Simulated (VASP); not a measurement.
## LiGa2: single point with PBE

LiGa2:

```
CELL_PARAMETERS angstrom
5.72108 0.00000 0.00000
0.00000 5.72108 0.00000
0.00000 0.00000 3.68495
ATOMIC_POSITIONS crystal
Li 0.00000 0.00000 0.00000
Li 0.50000 0.50000 0.50000
Ga 0.30600 0.30600 0.00000
Ga 0.19400 0.80600 0.50000
Ga 0.69400 0.69400 0.00000
Ga 0.80600 0.19400 0.50000
```

* Program: VASP 6.6.1
* Task: single point
* Functional: PBE
* Potentials or basis: VASP PAW PBE potentials, release 64 (Li_sv, Ga_d)
* Cutoff: 520 eV
* k mesh: 4 × 4 × 6
* Occupations: gaussian, width 0.1 eV
* Spin: no spin polarisation
* Dipole correction: no
* Further INCAR settings: ALGO = Fast; EDIFF = 1e-06; NBANDS = 38

The largest force is 0.380 eV/Å and the band gap on the k mesh is zero (bands 29 and 30 overlap by 4.44 eV).

Forces on the atoms (eV/Å):
```
Li   0.000  0.000  0.000
Li   0.000  0.000  0.000
Ga  -0.269 -0.269  0.000
Ga   0.269 -0.269  0.000
Ga   0.269  0.269  0.000
Ga  -0.269  0.269  0.000
```

Levels at points of the mesh, in eV from the Fermi level:
```csv
k point,band 25,band 26,band 27,band 28,band 29,band 30,band 31,band 32,band 33,band 34
"(0.00, 0.00, 0.00)",-5.19,-4.14,-1.80,-0.93,0.05,0.05,1.21,2.67,4.72,5.13
"(0.50, 0.00, 0.00)",-4.26,-4.26,-1.82,-1.82,1.87,1.87,2.29,2.29,3.77,3.77
"(0.50, 0.50, 0.00)",-6.25,-6.25,1.44,1.44,1.87,1.87,2.76,2.76,3.20,3.20
"(0.00, 0.00, 0.50)",-3.68,-3.68,-0.97,-0.97,-0.65,-0.65,1.01,1.01,2.22,2.22
"(0.50, 0.00, 0.50)",-4.42,-4.42,-0.78,-0.78,-0.75,-0.75,-0.11,-0.11,2.04,2.04
"(0.50, 0.50, 0.50)",-4.39,-4.39,-2.26,-2.26,-2.25,-2.25,3.50,3.50,3.72,3.72
```

Run time: 3.9 min on 1 thread of AMD EPYC 9R45 96-Core Processor (Zen 5) (shared host), peak memory 0.25 GiB.
